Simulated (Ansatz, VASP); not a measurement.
# TiAl: VASP beside Ansatz

File INCAR:

```
PREC     = Accurate       # precision mode
ENCUT    = 520            # plane-wave cutoff, eV
EDIFF    = 1E-6           # SCF threshold, eV
ISMEAR   = 0              # smearing method
SIGMA    = 0.02           # smearing width, eV
LREAL    = F              # projectors in reciprocal space
LASPH    = T              # aspherical terms in the spheres
NELM     = 100            # most SCF steps
ALGO     = Normal         # electronic algorithm
ISIF     = 2              # what is computed and relaxed
LWAVE    = F              # write WAVECAR
LCHARG   = T              # write CHGCAR
GGA      = RP             # functional
LELF     = T              # ELF
LVHAR    = T            
NBANDS   = 14             # bands
```

KPOINTS

```
Automatic mesh
0
Gamma
  8 8 8
```

Contents of POSCAR:

```
TiAl
1.0
    3.1790640000      0.0000000000      0.0000000000
    0.0000000000      3.1790640000      0.0000000000
    0.0000000000      0.0000000000      3.1790640000
Ti Al
1 1
Direct
    0.0000000000      0.0000000000      0.0000000000
    0.5000000000      0.5000000000      0.5000000000
```

The input input.yaml:

```yaml
crystal:
  lattice:
    - [3.179064, 0.0, 0.0]
    - [0.0, 3.179064, 0.0]
    - [0.0, 0.0, 3.179064]
  atoms:
    - { symbol: Ti, position: [0.0, 0.0, 0.0] }
    - { symbol: Al, position: [0.5, 0.5, 0.5] }
kpoints:
  mp_grid: { grid: [8, 8, 8] }
scf:
  occupations: { method: gaussian, width: 0.02 }
hamiltonian:
  xc: rpbe
  pseudopotentials: { kind: all_electron, lapw: { basis_error: 0.001 } }
output:
  forces: true
  stress: true
  eigenvalues: true
```

Alike in both runs: task single point; functional RPBE; k mesh 8 × 8 × 8; occupations gaussian, width 0.02 eV; no spin polarisation.

```csv
,VASP,Ansatz
version,VASP 6.6.1,Ansatz 0.2.0
potentials or method,"VASP PAW PBE potentials, release 64 (Ti_sv, Al), cutoff 520 eV","all-electron LAPW, scalar-relativistic"
```

Ansatz gave:

```
gap on the k mesh at the Fermi level (eV) : none
pressure (GPa)                            : 3.4
```

**Question.** Estimate VASP's values.

**Answer.** gap on the k mesh at the Fermi level (eV): none; pressure (GPa): 3.3.

VASP's potentials were made for PBE, not for RPBE. A gap of «none» marks a metal or a gap that the smearing closes. Ansatz ran all-electron here, and VASP with PAW potentials.
